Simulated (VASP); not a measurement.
**AlN: single point with PBE**

**What was measured.**

From “Self-assembly of well-separated AlN nanowires directly on sputtered metallic TiN films”, 2019, arxiv:1910.07391, for a bulk crystal of AlN at 10 K: band gap 6.034 eV (an exciton energy, a little under the gap).

The system is AlN.

```
CELL_PARAMETERS angstrom
3.13019 0.00000 0.00000
-1.56509 2.71082 0.00000
0.00000 0.00000 5.01803
ATOMIC_POSITIONS crystal
Al 0.33333 0.66667 0.00174
Al 0.66667 0.33333 0.50174
N 0.33333 0.66667 0.38326
N 0.66667 0.33333 0.88326
```

| Property | Result |
| --- | --- |
| Program | VASP 6.6.1 |
| Task | single point |
| Functional | PBE |
| Potentials or basis | VASP PAW PBE potentials, release 64 (Al, N) |
| Cutoff | 520 eV |
| k mesh | 12 × 12 × 6 |
| Occupations | gaussian, width 0.02 eV |
| Spin | no spin polarisation |

```json
{"Pressure": "-0.2 GPa", "Band gap on the k mesh": "4.04 eV, direct"}
```

Levels at points of the mesh, in eV from the valence-band top:
| k point | band 6 | band 7 | band 8 | band 9 | band 10 | band 11 |
| --- | --- | --- | --- | --- | --- | --- |
| (0.00, 0.00, 0.00) | -0.20 | -0.20 | 0.00 | 4.04 | 6.51 | 10.46 |
| (0.50, 0.00, 0.00) | -2.05 | -1.74 | -0.68 | 5.76 | 5.76 | 8.02 |
| (0.00, 0.00, 0.50) | -0.53 | -0.53 | -0.53 | 6.31 | 6.31 | 10.17 |
| (0.50, 0.00, 0.50) | -1.44 | -1.34 | -1.34 | 5.25 | 5.25 | 9.14 |

It took 89 s on 1 thread of AMD EPYC 7R13, on a shared host, peak memory 0.15 GiB.

Measured gap of AlN: 6.034 eV (an exciton energy, a little under the gap; 10 K; quoted in “Self-assembly of well-separated AlN nanowires directly on sputtered metallic TiN films”, 2019, arxiv:1910.07391). This calculation gives 4.04 eV (-1.99 eV). 2 values of this kind are on record (6.034 to 6.0343 eV); this one was drawn at random. The value is that of PBE on a finite k mesh, which can miss the band edges, without temperature or zero-point motion. Semilocal functionals fall short of measured gaps as a rule.
